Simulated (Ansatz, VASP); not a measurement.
## One calculation of Sn, two programs

Contents of INCAR:

```
PREC = Accurate
ENCUT = 520
EDIFF = 1E-7
ISMEAR = -1
SIGMA = 0.05
LREAL = F
LASPH = T
NELM = 80
ALGO = Fast
ISIF = 2
LWAVE = F
LCHARG = F
GGA = PS
NBANDS = 13
```

File KPOINTS:

```
Automatic mesh
0
Gamma
  6 5 6
```

POSCAR

```
Sn
1.0
   -1.6664398100      1.7077874900      2.1828021800
    1.7938717800     -1.8589232500      2.3916531200
    1.6937133800      1.8854440200     -2.2975624100
Sn
1
Direct
    0.0000000000      0.0000000000      0.0000000000
```

Contents of input.yaml:

```yaml
crystal:
  lattice:
    - [-1.66643981, 1.70778749, 2.18280218]
    - [1.79387178, -1.85892325, 2.39165312]
    - [1.69371338, 1.88544402, -2.29756241]
  atoms:
    - { symbol: Sn, position: [0.0, 0.0, 0.0] }
hamiltonian:
  xc: pbesol
  pseudopotentials: { kind: paw }
kpoints:
  mp_grid: { grid: [6, 5, 6] }
  band_path:
    path:
      - [[0.0, -0.5, 0.5], [0.0, 0.0, 0.0], [0.0, 0.5, 0.0]]
      - [[0.0, 0.0, 0.5], [0.0, 0.0, 0.0], [-0.5, 0.0, 0.0]]
      - [[-0.5, -0.5, 0.5], [0.0, 0.0, 0.0], [-0.5, 0.5, 0.0]]
      - [[-0.5, 0.0, 0.5], [0.0, 0.0, 0.0]]
    npoints: 14
scf:
  occupations: { method: fermi_dirac, width: 0.05 }
  n_extra_bands: 6
output:
  forces: true
  stress: true
  eigenvalues: true
  fatbands: false
```

Alike in both runs: functional PBEsol; k mesh 6 × 5 × 6; occupations fermi-dirac, width 0.05 eV; no spin polarisation.

|  | VASP | Ansatz |
| --- | --- | --- |
| version | VASP 6.6.1 | Ansatz 0.2.0 |
| potentials or method | VASP PAW PBE potentials, release 64 (Sn_d) | Ansatz PAW |
| plane-wave cutoff (eV) | 520 | 420 |
| valence electrons in the cell | 14 | 14 |
| task | single point | band structure |

VASP gave:

```
gap on the k mesh at the Fermi level (eV)                     : none
pressure (GPa)                                                : -3.8
traceless stress, the component that is largest in VASP (GPa) : -1.76
```

Question: What did Ansatz give for the same quantities?

Answer: gap on the k mesh at the Fermi level (eV): none; pressure (GPa): -3.7; traceless stress, the component that is largest in VASP (GPa): -1.76.

VASP's potentials were made for PBE, not for PBEsol. A gap of «none» marks a metal or a gap that the smearing closes.

The k mesh is coarse, so the values compare programs but aren't converged.
